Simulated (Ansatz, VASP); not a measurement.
# One calculation of AlN, two programs

```xyz
2
Lattice="0.0000 2.1731 2.1731 2.1731 0.0000 2.1731 2.1731 2.1731 0.0000" Properties=species:S:1:pos:R:3 pbc="T T T"
Al    0.0000    0.0000    0.0000
N     1.0865    1.0865    1.0865
```

Change from the starting cell: hydrostatic strain -0.5%.

Alike in both runs: task single point; functional r2SCAN; k mesh 10 × 10 × 10; no spin polarisation.

|  | VASP | Ansatz |
| --- | --- | --- |
| version | VASP 6.6.1 | Ansatz 0.2.0 |
| potentials or method | VASP PAW PBE potentials, release 64 (Al, N) | plane waves, PAW |
| plane-wave cutoff (eV) | 520 | 500 |
| occupations | gaussian, width 0.01 eV | fixed |
| valence electrons in the cell | 8 | 8 |

|  | VASP | Ansatz | Ansatz less VASP |
| --- | --- | --- | --- |
| gap on the k mesh at the Fermi level (eV) | 3.95 | 3.95 | +0.008 |
| pressure (GPa) | 3.1 | 3.5 | +0.39 |

VASP's potentials were made for PBE, not for r2SCAN.
